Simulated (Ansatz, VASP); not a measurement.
**One calculation of Be5Ir, two programs**

```xyz
6
Lattice="4.1962 0.0000 0.0000 -2.0981 3.6340 0.0000 0.0000 0.0000 3.5440" Properties=species:S:1:pos:R:3 pbc="T T T"
Be    2.0981    1.2113    1.7720
Be    0.0000    2.4227    1.7720
Be   -1.2724    2.2039    0.0000
Be    2.5449    0.0000    0.0000
Be    0.8256    1.4301    0.0000
Ir    0.0000    0.0000    1.7720
```

Alike in both runs: task relaxation of cell and atoms; functional PBE; k mesh 12 × 12 × 10; occupations fermi-dirac, width 0.15 eV; no spin polarisation.

|  | VASP | Ansatz |
| --- | --- | --- |
| version | VASP 6.6.1 | Ansatz 0.2.0 |
| potentials or method | VASP PAW PBE potentials, release 64 (Be, Ir), cutoff 600 eV | scalar-relativistic, plane waves, PAW |
| valence electrons in the cell | 19 | 27 |

|  | VASP | Ansatz | Ansatz less VASP |
| --- | --- | --- | --- |
| gap on the k mesh at the Fermi level, each at its own relaxed structure (eV) | none | none | - |
| relaxed volume (Å³/atom) | 9.04 | 9.03 | -0.015 |
| relaxed cell length with the largest relative difference (Å) | 3.559 | 3.556 | -0.0037 |

A gap of «none» marks a metal or a gap that the smearing closes. VASP's potentials hold 19 valence electrons a cell and Ansatz's 27, so a difference there can come from the potentials and not from the codes.

Neither program's run includes spin-orbit coupling.
